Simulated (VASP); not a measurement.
Slab: MoS2, a slab with vacuum.

```
CELL_PARAMETERS angstrom
3.18454 0.00000 0.00000
-1.59227 2.75789 0.00000
0.00000 0.00000 21.67053
ATOMIC_POSITIONS crystal
Mo 0.33333 0.66667 0.85116
Mo 0.66667 0.33333 0.14884
S 0.66667 0.33333 0.77963
S 0.33333 0.66667 0.07725
S 0.66667 0.33333 0.92275
S 0.33333 0.66667 0.22037
```

Base run:

* Program: VASP 6.6.1
* Functional: r2SCAN
* Potentials or basis: VASP PAW PBE potentials, release 64 (Mo_sv, S)
* Cutoff: 520 eV
* k mesh: 10 × 10 × 2
* Occupations: fermi-dirac, width 0.05 eV
* Spin: no spin polarisation

Its results: band gap on the k mesh 1.48 eV, indirect (least direct gap 2.01 eV); largest force 0.037 eV/Å.

Task: The run is repeated on the same cell with these changes: functional from r2SCAN to RPBE; dispersion from none to D3(BJ). What comes out?

Result: Band gap on the k mesh 1.41 eV, indirect (least direct gap 1.89 eV); largest force 0.522 eV/Å.

Several settings changed at once, so the effect can't be laid on one alone.

Caveats: the PAW data sets were made with another functional, which shifts forces and pressure a little.

A k mesh can miss the band edges.
